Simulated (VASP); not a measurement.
# GaN in VASP: a series of runs, part 2 of 3

VASP 6.6.1. The steps go on from the part before.

**4. Electric field gradients, PBEsol**

This run uses another cell than the first one, of 7.91 Å³/atom, 1.010 times its volume.

The input, INCAR:

```
SYSTEM = GaN
ALGO = Normal
EDIFF = 1E-8
ENCUT = 520
GGA = PS
ISIF = 2
ISMEAR = -1
LASPH = .True.
LCHARG = .False.
LEFG = .True.
LREAL = .False.
LWAVE = .False.
NBANDS = 16
NELM = 100
PREC = Accurate
SIGMA = 0.02
```

The input, KPOINTS:

```
k-points
0
Gamma
  13 13 13
  0 0 0
```

The input, POSCAR:

```
GaN
1.0
    0.0000000000      1.9925000000      1.9925000000
    1.9925000000      0.0000000000      1.9925000000
    1.9925000000      1.9925000000      0.0000000000
Ga N
1 1
Direct
    0.5000000000      0.5000000000      0.5000000000
    0.0000000000      0.0000000000      0.0000000000
```

Potentials or basis: VASP PAW PBE potentials, release 64 (Ga_d, N).

Run with:

```
$ cat potpaw_PBE.64/Ga_d/POTCAR potpaw_PBE.64/N/POTCAR > POTCAR
$ mpirun -np 1 vasp_std > vasp.out
```

OUTCAR:

```text
SYSTEM = GaN
   EDIFF = 1E-8
   ENCUT = 520
   GGA = PS
   ISIF = 2
   ISMEAR = -1
   LASPH = .True.
   LREAL = .False.
   NELM = 100
   PREC = Accurate

 ion  position               nearest neighbor table
   1  0.500  0.500  0.500-   2 1.99   2 1.99   2 1.99   2 1.99   2 1.99   2 1.99
   2  0.000  0.000  0.000-   1 1.99   1 1.99   1 1.99   1 1.99   1 1.99   1 1.99

  LATTYP: Found a face centered cubic cell.
 ALAT       =     3.9850000000

  Lattice vectors:

 A1 = (   0.0000000000,   1.9925000000,   1.9925000000)
 A2 = (   1.9925000000,   0.0000000000,   1.9925000000)
 A3 = (   1.9925000000,   1.9925000000,   0.0000000000)

Analysis of symmetry for initial positions (statically):
=====================================================================
 Subroutine PRICEL returns:
 Original cell was already a primitive cell.

 Routine SETGRP: Setting up the symmetry group for a
 face centered cubic supercell.

 Subroutine GETGRP returns: Found 48 space group operations
 (whereof 48 operations were pure point group operations)
 out of a pool of 48 trial point group operations.

The static configuration has the point symmetry O_h .

Analysis of symmetry for dynamics (positions and initial velocities):
=====================================================================
 Subroutine PRICEL returns:
 Original cell was already a primitive cell.

 Routine SETGRP: Setting up the symmetry group for a
 face centered cubic supercell.

 Subroutine GETGRP returns: Found 48 space group operations
 (whereof 48 operations were pure point group operations)
 out of a pool of 48 trial point group operations.

The dynamic configuration has the point symmetry O_h .

 Subroutine INISYM returns: Found 48 space group operations
 (whereof 48 operations are pure point group operations),
 and found     1 'primitive' translations

----------------------------------------------------------------------------------------

                                     Primitive cell

  volume of cell :      15.8207

  direct lattice vectors                    reciprocal lattice vectors
     0.000000000  1.992500000  1.992500000    -0.250941029  0.250941029  0.250941029
     1.992500000  0.000000000  1.992500000     0.250941029 -0.250941029  0.250941029
     1.992500000  1.992500000  0.000000000     0.250941029  0.250941029 -0.250941029

  length of vectors
     2.817820523  2.817820523  2.817820523     0.434642612  0.434642612  0.434642612

  position of ions in fractional coordinates (direct lattice)
     0.500000000  0.500000000  0.500000000
     0.000000000  0.000000000  0.000000000

  ion indices of the primitive-cell ions
   primitive index   ion index
                 1           1
                 2           2

----------------------------------------------------------------------------------------

 KPOINTS: k-points

Automatic generation of k-mesh.
 Grid dimensions read from file:
 generate k-points for:   13   13   13

[... 65 lines left out ...]
   EDIFFG = 0.1E-06   stopping-criterion for IOM
   NSW    =      0    number of steps for IOM
   IBRION =     -1    ionic relax: 0-MD 1-quasi-New 2-CG
   NFREE  =      0    steps in history (QN), initial steepest desc. (CG)
   ISIF   =      2    stress and relaxation
   ISYM   =      2    0-nonsym 1-usesym 2-fastsym
   POTIM  = 0.5000    time-step for ionic-motion
   TEBEG  =    0.0;   TEEND  =   0.0 temperature during run
   PSTRESS=    0.0 pullay stress
   NELECT =      18.0000    total number of electrons
   NUPDOWN=      -1.0000    fix difference up-down
   EMIN   =  10.00;   EMAX   =-10.00  energy-range for DOS
   EFERMI =   0.00;   METHOD = LEGACY
   ISMEAR =    -1;   SIGMA  =   0.02  broadening in eV -4-tet -1-fermi 0-gaus
   EFERMI_NEDOS =   21; number of points for ismear=-14 and -15
   IALGO  =     38    algorithm
   IMIX   =      4    mixing-type and parameters
     AMIX     =   0.40;   BMIX     =  1.00
     AMIX_MAG =   1.60;   BMIX_MAG =  1.00
  volume/ion in A,a.u.               =       7.91        53.38
  Fermi-wavevector in a.u.,A,eV,Ry     =   1.709060  3.229655 39.741073  2.920886
  Thomas-Fermi vector in A             =   2.787614
   LORBIT       =      0    0 simple, 1 ext, 2 COOP (PROOUT), +10 PAW based schemes
   GGA     = PS    functional components
   LHFCALC =     F    Hartree Fock is set to
   AEXX    =    0.0000 exact exchange contribution
   IVDW    =     0    specifies the selected vdW correction
   LEPSILON=     F    determine dielectric tensor
   LRPA    =     F    only Hartree local field effects (RPA)
 non-spin polarized calculation
  energy-cutoff  :      520.00
  volume of cell :       15.82
 maximum number of plane-waves:       440
 NGX is ok and might be reduce to    24
   NGX = 11   NGY = 11   NGZ = 11

 number of electron      17.9999999 magnetization

 Free energy of the ion-electron system (eV)
  ---------------------------------------------------
  ext. energy  EPLUGINS =         0.00000000
  ---------------------------------------------------
  free energy    TOTEN  =       -11.78186945 eV

  energy without entropy =      -11.78186945  energy(sigma->0) =      -11.78186945

 E-fermi :  10.6093     XC(G=0): -14.3286

 val. band max:       10.1865378376   @ k =  -0.2308   0.1538   0.0000
 cond. band min:      12.0030715852   @ k =   0.4615   0.4615   0.0000
 fundamental gap:      1.8165337476
 Fermi energy:        10.6092754852

 k-point     1 :       0.0000    0.0000    0.0000
  band No.  band energies     occupation
      1      -9.0898      2.00000
      2      -3.7715      2.00000
      3      -3.7715      2.00000
      4      -3.7715      2.00000
      5      -3.6175      2.00000
      6      -3.6175      2.00000
[... 433 lines left out ...]
      3      -3.9141      2.00000
      4      -3.8011      2.00000
      5      -3.3858      2.00000
      6      -3.0910      2.00000
[... 8 lines left out ...]
     15      32.9668      0.00000
     16      36.3390      0.00000

 [... further k-points ...]
[... 5 lines left out ...]
  --------------------------------------------------------------------------------------
  -------------------------------------------------------------------------------------
  Total        5.8731791      5.8731791      5.8731791     -0.0000000     -0.0000000     -0.0000000
  in kB      594.7834011    594.7834011    594.7834011     -0.0000000     -0.0000000     -0.0000000
  external PRESSURE =     594.7834011 kB  Pullay stress =       0.0000000 kB

 VOLUME and BASIS-vectors are now :
 -----------------------------------------------------------------------------
  energy-cutoff  :      520.00
  volume of cell :       15.82
      direct lattice vectors                 reciprocal lattice vectors
     0.000000000  1.992500000  1.992500000    -0.250941029  0.250941029  0.250941029
     1.992500000  0.000000000  1.992500000     0.250941029 -0.250941029  0.250941029
     1.992500000  1.992500000  0.000000000     0.250941029  0.250941029 -0.250941029

 POSITION                                       TOTAL-FORCE (eV/Angst)
 -----------------------------------------------------------------------------------
      1.99250      1.99250      1.99250         0.000000      0.000000      0.000000
      0.00000      0.00000      0.00000         0.000000      0.000000     -0.000000
 -----------------------------------------------------------------------------------
    total drift:                                0.000000     -0.000000      0.000000

  FREE ENERGIE OF THE ION-ELECTRON SYSTEM (eV)
  ---------------------------------------------------
  free  energy   TOTEN  =       -11.7818694474 eV

  energy  without entropy=      -11.7818694474  energy(sigma->0) =      -11.78186945

 Electric field gradients (V/A^2)
---------------------------------------------------------------------
 ion       V_xx      V_yy      V_zz      V_xy      V_xz      V_yz
---------------------------------------------------------------------
   1      -0.000    -0.000     0.000    -0.002    -0.002    -0.002
   2      -0.000     0.000    -0.000    -0.000    -0.000    -0.000
---------------------------------------------------------------------

 Electric field gradients after diagonalization (V/A^2)
 (convention: |V_zz| > |V_xx| > |V_yy|)
----------------------------------------------------------------------
 ion       V_xx      V_yy      V_zz     asymmetry (V_yy - V_xx)/ V_zz
----------------------------------------------------------------------
   1       0.002     0.002    -0.004       0.000
   2       0.000     0.000    -0.000       0.000
----------------------------------------------------------------------

           NMR quadrupolar parameters

 Cq : quadrupolar parameter    Cq=e*Q*V_zz/h
 eta: asymmetry parameters     (V_yy - V_xx)/ V_zz
 Q  : nuclear electric quadrupole moment in mb (millibarn)
----------------------------------------------------------------------
 ion       Cq(MHz)       eta       Q (mb)
----------------------------------------------------------------------
   1      -0.000       0.000       1.000
   2      -0.000       0.000       1.000
----------------------------------------------------------------------
```

OSZICAR:

```text
N       E                     dE             d eps       ncg     rms          rms(c)
DAV:   1     0.729168048029E+02    0.72917E+02   -0.88176E+03  2984   0.222E+03
DAV:   2    -0.967633457858E+01   -0.82593E+02   -0.77028E+02  3120   0.328E+02
DAV:   3    -0.136461843149E+02   -0.39698E+01   -0.39571E+01  3128   0.620E+01
DAV:   4    -0.136781758434E+02   -0.31992E-01   -0.31989E-01  3320   0.573E+00
DAV:   5    -0.136784835082E+02   -0.30766E-03   -0.30766E-03  3208   0.525E-01    0.751E+00
DAV:   6    -0.118437865220E+02    0.18347E+01   -0.35590E+00  3960   0.471E+01    0.251E+00
DAV:   7    -0.118066054490E+02    0.37181E-01   -0.28148E-01  3032   0.504E+00    0.162E+00
DAV:   8    -0.117834686925E+02    0.23137E-01   -0.22681E-02  3720   0.255E+00    0.358E-01
DAV:   9    -0.117819361125E+02    0.15326E-02   -0.52631E-03  3584   0.235E+00    0.761E-02
DAV:  10    -0.117818692816E+02    0.66831E-04   -0.32087E-04  3056   0.229E-01    0.219E-02
DAV:  11    -0.117818687670E+02    0.51461E-06   -0.35517E-05  3488   0.840E-02    0.161E-02
DAV:  12    -0.117818694447E+02   -0.67768E-06   -0.88555E-07  3000   0.958E-03    0.459E-03
DAV:  13    -0.117818694474E+02   -0.27535E-08   -0.15901E-08  2928   0.245E-03
   1 F= -.11781869E+02 E0= -.11781869E+02  d E =-.722916E-11
```

It took 23 s on 1 thread of Intel Xeon Platinum 8259CL at 2.50GHz (Skylake/Cascade Lake), shared host; peak memory 0.15 GiB.

Results:

| Quantity | Value |
| --- | --- |
| Free energy | -11.7819 eV |
| Pressure | 59.5 GPa |
| Band gap on the k mesh | 1.82 eV, indirect (least direct gap 5.22 eV) |

Levels at points of the mesh, in eV from the valence-band top:
```
           k point  band 6  band 7  band 8  band 9  band 10  band 11  band 12  band 13
(0.00, 0.00, 0.00)  -13.80   -0.77   -0.77   -0.77     4.45    15.69    15.69    15.69
```

Caveat: without QUAD_EFG the Cq values of the log hold for a quadrupole moment of 1 mb, not for the nuclei; the PAW data sets were made with another functional, which shifts forces and pressure a little.

**5. Electric field gradients, PBEsol (equal xy, yz and zx shear strains of -3 %)**

The input, INCAR:

```
PREC = Accurate
ENCUT = 520
EDIFF = 1E-8
ISMEAR = -1
SIGMA = 0.02
LREAL = F
LASPH = T
NELM = 80
ALGO = Normal
ISIF = 2
LWAVE = F
LCHARG = F
GGA = PS
LEFG = T
NBANDS = 16
```

The input, KPOINTS:

```
Automatic mesh
0
Gamma
  13 13 13
```

The input, POSCAR:

```
GaN
1.0
   -0.0597750000      1.9626125000      1.9626125000
    1.9626125000     -0.0597750000      1.9626125000
    1.9626125000      1.9626125000     -0.0597750000
Ga N
1 1
Direct
    0.5000000000      0.5000000000      0.5000000000
    0.0000000000      0.0000000000      0.0000000000
```

Potentials or basis: VASP PAW PBE potentials, release 64 (Ga_d, N).

Run with:

```
$ cat potpaw_PBE.64/Ga_d/POTCAR potpaw_PBE.64/N/POTCAR > POTCAR
$ mpirun -np 1 vasp_std > vasp.out
```

OUTCAR:

```text
PREC = Accurate
   ENCUT = 520
   EDIFF = 1E-8
   ISMEAR = -1
   LREAL = F
   LASPH = T
   NELM = 80
   ISIF = 2
   GGA = PS

 ion  position               nearest neighbor table
   1  0.500  0.500  0.500-   2 1.99   2 1.99   2 1.99   2 1.99   2 1.99   2 1.99
   2  0.000  0.000  0.000-   1 1.99   1 1.99   1 1.99   1 1.99   1 1.99   1 1.99

  LATTYP: Found a trigonal (rhomboedric) cell.
 ALAT       =     2.7761968052
 COS(alpha) =     0.4693254694

  Lattice vectors:

 A1 = (  -0.0597750000,   1.9626125000,   1.9626125000)
 A2 = (   1.9626125000,  -0.0597750000,   1.9626125000)
 A3 = (   1.9626125000,   1.9626125000,  -0.0597750000)

Analysis of symmetry for initial positions (statically):
=====================================================================
 Subroutine PRICEL returns:
 Original cell was already a primitive cell.

 Routine SETGRP: Setting up the symmetry group for a
 trigonal (rhombohedral) supercell.
[... 645 lines left out ...]
  volume of cell :       15.81
      direct lattice vectors                 reciprocal lattice vectors
    -0.059775000  1.962612500  1.962612500    -0.243409357  0.251055724  0.251055724
     1.962612500 -0.059775000  1.962612500     0.251055724 -0.243409357  0.251055724
     1.962612500  1.962612500 -0.059775000     0.251055724  0.251055724 -0.243409357

 POSITION                                       TOTAL-FORCE (eV/Angst)
 -----------------------------------------------------------------------------------
      1.93273      1.93273      1.93273         0.000000     -0.000000     -0.000000
      0.00000      0.00000      0.00000        -0.000000      0.000000      0.000000
 -----------------------------------------------------------------------------------
    total drift:                                0.000000     -0.000000      0.000000

  FREE ENERGIE OF THE ION-ELECTRON SYSTEM (eV)
  ---------------------------------------------------
  free  energy   TOTEN  =       -11.7430942516 eV

  energy  without entropy=      -11.7430942516  energy(sigma->0) =      -11.74309425

 Electric field gradients (V/A^2)
---------------------------------------------------------------------
 ion       V_xx      V_yy      V_zz      V_xy      V_xz      V_yz
---------------------------------------------------------------------
   1       0.000    -0.000    -0.000     3.229     3.229     3.229
   2      -0.000    -0.000    -0.000    -7.013    -7.013    -7.013
---------------------------------------------------------------------

 Electric field gradients after diagonalization (V/A^2)
 (convention: |V_zz| > |V_xx| > |V_yy|)
----------------------------------------------------------------------
 ion       V_xx      V_yy      V_zz     asymmetry (V_yy - V_xx)/ V_zz
----------------------------------------------------------------------
   1      -3.229    -3.229     6.458       0.000
   2       7.013     7.013   -14.027       0.000
----------------------------------------------------------------------

           NMR quadrupolar parameters

 Cq : quadrupolar parameter    Cq=e*Q*V_zz/h
 eta: asymmetry parameters     (V_yy - V_xx)/ V_zz
 Q  : nuclear electric quadrupole moment in mb (millibarn)
----------------------------------------------------------------------
 ion       Cq(MHz)       eta       Q (mb)
----------------------------------------------------------------------
   1       0.016       0.000       1.000
   2      -0.034       0.000       1.000
----------------------------------------------------------------------
```

stdout:

```text
POSCAR found type information on POSCAR GaN
 POSCAR found :  2 types and       2 ions
 scaLAPACK will be used
 -----------------------------------------------------------------------------
|                                                                             |
|                                                                             |
|     You enforced a specific xc type in the INCAR file but a different       |
|     I HOPE YOU KNOW WHAT YOU ARE DOING!                                     |
|                                                                             |
 -----------------------------------------------------------------------------

 LDA part: xc-table for (Slater+PW92), standard interpolation
 POSCAR, INCAR and KPOINTS ok, starting setup
 FFT: planning ... GRIDC
 FFT: planning ... GRID_SOFT
 FFT: planning ... GRID
 WAVECAR not read
 entering main loop
ion   1

ion   2
```

It took 41 s on 1 thread of Intel Xeon 6975P-C, shared host; peak memory 0.19 GiB.

Results:

```yaml
Free_energy: -11.7431 eV
Pressure: 59.8 GPa
Band_gap_on_the_k_mesh: 1.64 eV, indirect (least direct gap 4.73 eV)
```

Stress tensor (GPa, compression positive):
```
59.82  7.63  7.63
 7.63 59.82  7.63
 7.63  7.63 59.82
```

Levels at points of the mesh, in eV from the valence-band top:
```tsv
k point	band 6	band 7	band 8	band 9	band 10	band 11	band 12	band 13
(0.00, 0.00, 0.00)	-13.95	-1.12	-1.12	-0.47	4.26	15.06	15.06	16.17
```

Electric field gradients, principal values (V/Å²):
| atom | least | middle | greatest (by size) |
| --- | --- | --- | --- |
| 1 Ga | -3.229 | -3.229 | 6.458 |
| 2 N | 7.013 | 7.013 | -14.027 |

Caveat: the cell differs from its parent crystal (equal xy, yz and zx shear strains of -3 %); without QUAD_EFG the Cq values of the log hold for a quadrupole moment of 1 mb, not for the nuclei; the PAW data sets were made with another functional, which shifts forces and pressure a little. A k mesh can miss the band edges.

(Part 2 of 3 ends here.)
